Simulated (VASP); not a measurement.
# PbSe (Cmcm) in VASP: notebook, part 2 of 2

VASP 6.6.1. The steps go on from the part before.

**3. Single point, r2SCAN+rVV10**

This run uses another cell than the first one, of 28.42 Å³/atom.

Input file POSCAR:

```
PbSe
1.0
    2.1356069654     -6.0004971362      0.0000000000
    2.1356069654      6.0004971362      0.0000000000
    0.0000000000      0.0000000000      4.4351000921
Pb Se
2 2
Direct
    0.6284543505      0.3715456495      0.7500000000
    0.3715456495      0.6284543505      0.2500000000
    0.8626573897      0.1373426103      0.7500000000
    0.1373426103      0.8626573897      0.2500000000
```

Input file INCAR.step1:

```
PREC     = Accurate       # precision mode
ENCUT    = 520            # plane-wave cutoff, eV
ISMEAR   = -1             # smearing method
SIGMA    = 0.03           # smearing width, eV
LREAL    = F              # projectors in reciprocal space
LASPH    = T              # aspherical terms in the spheres
NELM     = 100            # most SCF steps
NBANDS   = 28             # bands
GGA      = PE             # functional
ALGO     = Normal         # electronic algorithm
EDIFF    = 1E-4           # SCF threshold, eV
LWAVE    = T              # write WAVECAR
LCHARG   = F              # write CHGCAR
```

Input file INCAR.step2:

```
PREC     = Accurate       # precision mode
ENCUT    = 520            # plane-wave cutoff, eV
EDIFF    = 1E-6           # SCF threshold, eV
ISMEAR   = -1             # smearing method
SIGMA    = 0.03           # smearing width, eV
LREAL    = F              # projectors in reciprocal space
LASPH    = T              # aspherical terms in the spheres
NELM     = 100            # most SCF steps
ALGO     = Normal         # electronic algorithm
ISIF     = 2              # what is computed and relaxed
LWAVE    = F              # write WAVECAR
LCHARG   = F              # write CHGCAR
METAGGA  = R2SCAN         # meta-GGA
LMIXTAU  = T            
LUSE_VDW = T            
IVDW_NL  = 2            
BPARAM   = 11.95        
CPARAM   = 0.0093       
NBANDS   = 28             # bands
ISTART   = 1
```

Input file KPOINTS:

```
regular mesh
0
Gamma
  6 6 6
```

Potentials or basis: VASP PAW PBE potentials, release 64 (Pb_d, Se).

Started as:

```
> cat potpaw_PBE.64/Pb_d/POTCAR potpaw_PBE.64/Se/POTCAR > POTCAR
> cp INCAR.step1 INCAR
> mpirun -np 1 vasp_std > vasp.out
> cp INCAR.step2 INCAR
> mpirun -np 1 vasp_std > vasp.out
```

OUTCAR:

```text
PREC = Accurate
   ENCUT = 520
   EDIFF = 1E-6
   ISMEAR = -1
   LREAL = F
   LASPH = T
   NELM = 100
   ISIF = 2
   METAGGA = R2SCAN
   IVDW_NL = 2
   BPARAM = 11.95
   ISTART = 1

 ion  position               nearest neighbor table
   1  0.628  0.372  0.750-   3 2.81   4 3.08   4 3.08   4 3.08   4 3.08   2 3.80   2 3.80
   2  0.372  0.628  0.250-   4 2.81   3 3.08   3 3.08   3 3.08   3 3.08   1 3.80   1 3.80
   3  0.863  0.137  0.750-   1 2.81   2 3.08   2 3.08   2 3.08   2 3.08
   4  0.137  0.863  0.250-   2 2.81   1 3.08   1 3.08   1 3.08   1 3.08

  LATTYP: Found a base centered orthorhombic cell.
 ALAT       =     4.2712139308
 B/A-ratio  =     2.8097385115
 C/A-ratio  =     1.0383699257

  Lattice vectors:

 A1 = (   2.1356069654,  -6.0004971362,   0.0000000000)
 A2 = (   2.1356069654,   6.0004971362,   0.0000000000)
 A3 = (   0.0000000000,   0.0000000000,   4.4351000921)

Analysis of symmetry for initial positions (statically):
=====================================================================
 Subroutine PRICEL returns:
 Original cell was already a primitive cell.

 Routine SETGRP: Setting up the symmetry group for a
 base centered orthorhombic supercell.
[... 175 lines left out ...]

 val. band max:        4.3842489557   @ k =   0.0000   0.0000   0.5000
 cond. band min:       5.7510553395   @ k =   0.5000   0.5000   0.0000
 fundamental gap:      1.3668063837
 Fermi energy:         4.9873218661

 k-point     1 :       0.0000    0.0000    0.0000
  band No.  band energies     occupation
      1     -12.6729      2.00000
      2     -12.5763      2.00000
      3     -12.5705      2.00000
      4     -12.5617      2.00000
      5     -12.5393      2.00000
      6     -12.5355      2.00000
[... 733 lines left out ...]
     27      11.8397      0.00000
     28      12.2876      0.00000

 [... further k-points ...]

------------------------ aborting loop because EDIFF is reached ----------------------------------------

  FORCE on cell =-STRESS in cart. coord.  units (eV):
  Direction    XX          YY          ZZ          XY          YZ          ZX
  --------------------------------------------------------------------------------------
  -------------------------------------------------------------------------------------
  Total        0.1536253      0.1367102      0.1307588      0.0000000      0.0000000      0.0000000
  in kB        2.1653659      1.9269465      1.8430600      0.0000000      0.0000000      0.0000000
  external PRESSURE =       1.9784575 kB  Pullay stress =       0.0000000 kB

 VOLUME and BASIS-vectors are now :
 -----------------------------------------------------------------------------
  energy-cutoff  :      520.00
  volume of cell :      113.67
      direct lattice vectors                 reciprocal lattice vectors
     2.135606965 -6.000497136  0.000000000     0.234125477 -0.083326429  0.000000000
     2.135606965  6.000497136  0.000000000     0.234125477  0.083326429  0.000000000
     0.000000000  0.000000000  4.435100092     0.000000000  0.000000000  0.225474055

 POSITION                                       TOTAL-FORCE (eV/Angst)
 -----------------------------------------------------------------------------------
      2.13561     -1.54158      3.32633         0.000000      0.014984     -0.000000
      2.13561      1.54158      1.10878         0.000000     -0.014984      0.000000
      2.13561     -4.35225      3.32633         0.000000     -0.016065     -0.000000
      2.13561      4.35225      1.10878         0.000000      0.016065      0.000000
 -----------------------------------------------------------------------------------
    total drift:                                0.000000      0.000000      0.000000

  FREE ENERGIE OF THE ION-ELECTRON SYSTEM (eV)
  ---------------------------------------------------
  free  energy   TOTEN  =      -142.6831568526 eV

  energy  without entropy=     -142.6831568526  energy(sigma->0) =     -142.68315685
```

OSZICAR.step1:

```text
N       E                     dE             d eps       ncg     rms          rms(c)
DAV:   1     0.413681076472E+03    0.41368E+03   -0.18751E+04  2912   0.151E+03
DAV:   2     0.278939361421E+02   -0.38579E+03   -0.37423E+03  2944   0.396E+02
DAV:   3    -0.148995508089E+02   -0.42793E+02   -0.41845E+02  3752   0.151E+02
DAV:   4    -0.167142315132E+02   -0.18147E+01   -0.18091E+01  3404   0.326E+01
DAV:   5    -0.167755117827E+02   -0.61280E-01   -0.61275E-01  3668   0.648E+00    0.401E+00
DAV:   6    -0.161652363494E+02    0.61028E+00   -0.13394E+00  4080   0.754E+00    0.222E+00
DAV:   7    -0.161589300555E+02    0.63063E-02   -0.33384E-01  3532   0.242E+00    0.128E+00
DAV:   8    -0.161645603195E+02   -0.56303E-02   -0.46809E-02  3744   0.188E+00    0.307E-01
DAV:   9    -0.161616103905E+02    0.29499E-02   -0.11002E-02  4072   0.913E-01    0.708E-02
DAV:  10    -0.161617851766E+02   -0.17479E-03   -0.10160E-03  2952   0.148E-01    0.320E-02
DAV:  11    -0.161618024473E+02   -0.17271E-04   -0.84028E-05  1856   0.844E-02
   1 F= -.16161802E+02 E0= -.16161802E+02  d E =-.592912E-09
```

Wall time 8.7 min (1 thread of AMD EPYC 9R45 (Zen 5), shared host); peak memory 0.66 GiB.

What came out:

- Free energy: -142.6832 eV
- Pressure: 0.2 GPa
- Largest force: 0.016 eV/Å
- Band gap on the k mesh: 1.37 eV (least direct gap 1.52 eV)

Forces on the atoms (eV/Å):
```
Pb   0.000  0.015  0.000
Pb   0.000 -0.015  0.000
Se   0.000 -0.016  0.000
Se   0.000  0.016  0.000
```

Caveat: the PAW data sets were made with another functional, which shifts forces and pressure a little; spin-orbit coupling is left out, which moves the levels of the heavy elements.

**4. Relaxation of cell and atoms, PBEsol**

This run uses another cell than the first one, of 29.41 Å³/atom.

Input file INCAR:

```
SYSTEM = PbSe
PREC     = Accurate       ! precision mode
ENCUT    = 600            ! plane-wave cutoff, eV
EDIFF    = 1E-6           ! SCF threshold, eV
ISMEAR   = -1             ! smearing method
SIGMA    = 0.03           ! smearing width, eV
LREAL    = .False.        ! projectors in reciprocal space
LASPH    = .True.         ! aspherical terms in the spheres
NELM     = 100            ! most SCF steps
ALGO     = Normal         ! electronic algorithm
ISIF     = 3              ! what is computed and relaxed
LWAVE    = .False.        ! write WAVECAR
LCHARG   = .False.        ! write CHGCAR
GGA      = PS             ! functional
IBRION   = 2              ! ionic algorithm
NSW      = 100            ! ionic steps
EDIFFG   = -0.01          ! ionic threshold
```

Input file KPOINTS:

```
Automatic mesh
0
Gamma
  6 6 6
  0 0 0
```

Input file POSCAR:

```
PbSe
1.0
    2.1548765900     -6.1339473500      0.0000000000
    2.1548765900      6.1339473500      0.0000000000
    0.0000000000      0.0000000000      4.4504935700
Pb Se
2 2
Direct
    0.6317607300      0.3682392700      0.7500000000
    0.3682392700      0.6317607300      0.2500000000
    0.8612899600      0.1387100400      0.7500000000
    0.1387100400      0.8612899600      0.2500000000
```

Started as:

```
> cat potpaw_PBE.64/Pb_d/POTCAR potpaw_PBE.64/Se/POTCAR > POTCAR
> mpirun -np 1 vasp_std > vasp.out
```

It took 19 min on 1 thread of AMD EPYC 9R45 (Zen 5), shared host; peak memory 0.41 GiB.

Results (log left out):

| Property | Result |
| --- | --- |
| Free energy | -17.6607 eV |
| Relaxed volume | 27.65 Å³/atom |
| Relaxed cell | a = 6.281 Å, b = 6.281 Å, c = 4.419 Å, α = 90.00°, β = 90.00°, γ = 140.62° |
| Space group after relaxing (to 0.1 Å) | Cmcm (No. 63) |
| Energy gained by relaxing | 10.5 meV/atom |
| Ionic steps | 16 |
| Pressure after relaxing | 0.0 GPa |
| Largest force after relaxing | 0.008 eV/Å |
| Band gap on the k mesh | 0.89 eV (least direct gap 1.07 eV) |

Forces on the atoms (eV/Å):
```
Pb   0.000 -0.008  0.000
Pb   0.000  0.008  0.000
Se   0.000 -0.003  0.000
Se   0.000  0.003  0.000
```

Step by step:
| step | energy change (eV) | largest force (eV/Å) | pressure (GPa) | volume (Å³) |
| --- | --- | --- | --- | --- |
| 1 | 0.0000 | 0.0564 | -1.69 | 117.65 |
| 2 | -0.0217 | 0.2042 | 0.53 | 112.44 |
| 3 | -0.0234 | 0.1691 | 0.02 | 113.48 |
| 4 | -0.0276 | 0.1179 | 0.00 | 113.10 |
| 5 | -0.0315 | 0.0138 | -0.01 | 112.28 |
| 6 | -0.0346 | 0.0120 | -0.04 | 112.04 |
| 7 | -0.0404 | 0.0053 | -0.08 | 111.31 |
| 8 | -0.0349 | 0.0380 | -0.02 | 109.82 |
| 9 | -0.0413 | 0.0067 | -0.07 | 110.94 |
| 10 | -0.0414 | 0.0097 | -0.08 | 110.88 |
| 11 | -0.0417 | 0.0098 | 0.01 | 110.67 |
| 12 | -0.0417 | 0.0135 | 0.07 | 110.54 |
| 13 | -0.0417 | 0.0208 | 0.19 | 110.29 |
| 14 | -0.0417 | 0.0165 | 0.14 | 110.44 |
| 15 | -0.0419 | 0.0118 | 0.10 | 110.49 |
| 16 | -0.0421 | 0.0083 | 0.02 | 110.59 |

Final structure:
```
Pb Se
1.0
     2.11608   -5.91336    0.00000
     2.11608    5.91336    0.00000
     0.00000    0.00000    4.41898
Pb Se
2 2
Direct
  0.62760 0.37240 0.75000
  0.37240 0.62760 0.25000
  0.86633 0.13367 0.75000
  0.13367 0.86633 0.25000
```

Levels at points of the mesh, in eV from the valence-band top:
| k point | band 18 | band 19 | band 20 | band 21 | band 22 | band 23 |
| --- | --- | --- | --- | --- | --- | --- |
| (0.00, 0.00, 0.00) | -1.82 | -1.45 | -0.58 | 4.21 | 4.32 | 4.77 |
| (0.50, 0.00, 0.00) | -1.01 | -0.64 | -0.28 | 1.42 | 1.43 | 1.53 |
| (0.50, 0.50, 0.00) | -1.54 | -1.17 | -0.81 | 1.09 | 4.11 | 4.22 |
| (0.00, 0.00, 0.50) | -0.98 | 0.00 | 0.00 | 1.37 | 1.37 | 2.22 |
| (0.50, 0.00, 0.50) | -3.47 | -1.32 | -1.32 | 2.98 | 2.98 | 5.62 |
| (0.50, 0.50, 0.50) | -0.93 | -0.51 | -0.51 | 1.20 | 1.20 | 2.83 |

Caveat: the PAW data sets were made with another functional, which shifts forces and pressure a little; spin-orbit coupling is left out, which moves the levels of the heavy elements. A k mesh can miss the band edges.

**5. Summary**

| task | level | cell | cutoff (eV) | gap on the mesh (eV) | pressure (GPa) | largest force (eV/Å) |
| --- | --- | --- | --- | --- | --- | --- |
| single point | PBEsol | a = 6.280, b = 6.280, c = 4.417 Å, angles 90.0, 90.0, 140.6°, 4 atoms, atomic positions A | 520 | 0.90 | 0.0 | 0.01 |
| single point | r2SCAN+rVV10 | a = 6.369, b = 6.369, c = 4.435 Å, angles 90.0, 90.0, 140.8°, 4 atoms, atomic positions B | 520 | 1.37 | 0.2 | 0.02 |
| relaxation of cell and atoms | PBEsol | relaxed from a = 6.501, b = 6.501, c = 4.450 Å, angles 90.0, 90.0, 141.3°, 4 atoms, atomic positions C | 600 | 0.89 | 0.0 | 0.01 |

Alike in all rows: potentials or basis VASP PAW PBE potentials, release 64 (Pb_d, Se); no spin polarisation; k mesh 6 × 6 × 6; smearing fermi-dirac 0.03 eV.

Caveats: the PAW data sets were made with another functional, which shifts forces and pressure a little; spin-orbit coupling is left out, which moves the levels of the heavy elements.

Total energies depend on the potentials used, so only differences within one code and one set of settings carry meaning.
